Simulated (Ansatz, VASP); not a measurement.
Two plane-wave programs on AlFe

```
Al Fe
1.0
     2.87433    0.00000    0.00000
     0.00000    2.87433    0.00000
     0.00000    0.00000    2.87433
Al Fe
1 1
Direct
  0.00000 0.00000 0.00000
  0.50000 0.50000 0.50000
```

Alike in both runs: functional PBE; k mesh 14 × 14 × 14; occupations gaussian, width 0.1 eV; collinear spin.

Ansatz relaxed the structure, and its values are those at the end. VASP's run is a single point on that final structure, the one shown.

|  | VASP | Ansatz |
| --- | --- | --- |
| version | VASP 6.6.1 | Ansatz 0.2.0 |
| potentials or method | VASP PAW PBE potentials, release 64 (Al, Fe), cutoff 520 eV | scalar-relativistic, plane waves, PAW |
| valence electrons in the cell | 11 | 19 |

Ansatz gave:

| Item | Value |
| --- | --- |
| gap on the k mesh at the Fermi level (eV) | none |
| pressure (GPa) | 0.0 |
| net moment per atom (μB) | 0.34 |
| size of the moment on the site where the two differ most (μB) | 0.70 |

Question: What did VASP give for the same quantities?

Answer: gap on the k mesh at the Fermi level (eV): none; pressure (GPa): 0.0; net moment per atom (μB): 0.33; size of the moment on the site where the two differ most (μB): 0.71.

Site moments also hang on the region over which each program counts them. A gap of «none» marks a metal or a gap that the smearing closes. The functional is the same, so the differences come from potentials, cutoffs and numerics. VASP's potentials hold 11 valence electrons a cell and Ansatz's 19, so a difference there can come from the potentials and not from the codes.
